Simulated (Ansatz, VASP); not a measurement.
**Two plane-wave programs on SiC**

Contents of INCAR:

```
PREC = Accurate
ENCUT = 520
EDIFF = 1E-7
ISMEAR = 0
SIGMA = 0.05
LREAL = F
LASPH = T
NELM = 80
ALGO = Normal
ISIF = 2
LWAVE = F
LCHARG = F
GGA = PS
NBANDS = 11
```

File KPOINTS:

```
regular mesh
0
Gamma
  12 12 12
```

File POSCAR:

```
SiC
1.0
    0.0000000000      2.2609600000      2.3479200000
    2.2609600000      0.0000000000      2.3479200000
    2.2609600000      2.2609600000      0.0000000000
Si C
1 1
Direct
    0.0000000000      0.0000000000      0.0000000000
    0.7500000000      0.7500000000      0.7500000000
```

Input for Ansatz:

```yaml
crystal:
  lattice:
    - [0.0, 2.26096, 2.34792]
    - [2.26096, 0.0, 2.34792]
    - [2.26096, 2.26096, 0.0]
  atoms:
    - { symbol: Si, position: [0.0, 0.0, 0.0] }
    - { symbol: C, position: [0.75, 0.75, 0.75] }
basis:
  ecutwfc: 420
kpoints:
  mp_grid: { grid: [12, 12, 12] }
hamiltonian:
  xc: pbesol
scf:
  occupations: { method: gaussian, width: 0.05 }
output:
  forces: true
  stress: true
  eigenvalues: true
```

Change from the starting cell: strain +0.040 along x and y, +0.080 along z, atoms carried along.

Alike in both runs: task single point; functional PBEsol; k mesh 12 × 12 × 12; occupations gaussian, width 0.05 eV; no spin polarisation.

```csv
,VASP,Ansatz
version,VASP 6.6.1,Ansatz 0.2.0
potentials or method,"VASP PAW PBE potentials, release 64 (Si, C), cutoff 520 eV","scalar-relativistic, plane waves, PAW"
valence electrons in the cell,8,8
```

Ansatz gave:

```
gap on the k mesh at the Fermi level (eV)                     : 1.18
least direct gap on the mesh (eV)                             : 4.25
pressure (GPa)                                                : -24.7
traceless stress, the component that is largest in VASP (GPa) : -6.43
```

**Question.** Which values does VASP return?

**Answer.** gap on the k mesh at the Fermi level (eV): 1.17; least direct gap on the mesh (eV): 4.24; pressure (GPa): -24.4; traceless stress, the component that is largest in VASP (GPa): -6.43.

VASP's potentials were made for PBE, not for PBEsol.
